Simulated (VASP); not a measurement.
A run of VASP 6.6.1 is set up as follows.

The input POSCAR:

```
WC
1.0
   -2.9956770000     -5.1886650000      0.0000000000
    4.4935150000     -2.5943320000      0.0000000000
    0.0000000000      0.0000000000      5.8447700000
W C
8 8
Direct
    0.7378848444      0.5061660319      0.0018135872
    0.7570403432      0.4493916999      0.5033388825
    0.5334660020     -0.0112847443      0.0139440902
    0.4559572672      0.0028487049      0.4856649620
    0.2235325144      0.5031987680     -0.0466228782
    0.2185404189      0.4947967251      0.5147850129
   -0.0047682614      0.0285780350      0.0218657022
    0.0018900759     -0.0262907641      0.5138611100
    0.4511097990      0.6414531273      0.2739714309
    0.5512147836      0.6569826626      0.7483613555
    0.2215492671      0.2020000031      0.2612078833
    0.2332067697      0.1821540945      0.7447512905
   -0.0340785701      0.6593305266      0.2429180276
   -0.0213263088      0.6658959116      0.7987311733
    0.7168949894      0.1259561459      0.2890447357
    0.7664889326      0.1160012298      0.7732725154
```

File INCAR.step1:

```
SYSTEM = WC
PREC = Accurate
ENCUT = 520
ISMEAR = -1
SIGMA = 0.24
LREAL = Auto
LASPH = .True.
NELM = 80
NBANDS = 86
GGA = PE
ALGO = Normal
EDIFF = 1E-4
LWAVE = .True.
LCHARG = .False.
```

File INCAR.step2:

```
SYSTEM = WC
PREC = Accurate
ENCUT = 520
EDIFF = 1E-6
ISMEAR = -1
SIGMA = 0.24
LREAL = Auto
LASPH = .True.
NELM = 80
ALGO = Normal
ISIF = 2
LWAVE = .False.
LCHARG = .False.
METAGGA = R2SCAN
LMIXTAU = .True.
NBANDS = 86
ISTART = 1
```

Contents of KPOINTS:

```
regular mesh
0
Gamma
  2 2 2
  0 0 0
```

Potentials or basis: VASP PAW PBE potentials, release 64 (W_sv, C).

Launch:

```bash
$ cat potpaw_PBE.64/W_sv/POTCAR potpaw_PBE.64/C/POTCAR > POTCAR
$ cp INCAR.step1 INCAR
$ mpirun -np 1 vasp_std > vasp.out
$ cp INCAR.step2 INCAR
$ mpirun -np 1 vasp_std > vasp.out
```

(1) Estimate the pressure.

(2) What does it give for the band gap on the k mesh?

Answers

(1) -9.8 GPa.

(2) zero (bands 72 and 73 overlap by 0.22 eV).

Caveat: the k points lie up to 0.61 Å⁻¹ apart; the PAW data sets were made with another functional, which shifts forces and pressure a little; spin-orbit coupling is left out, which moves the levels of the heavy elements.
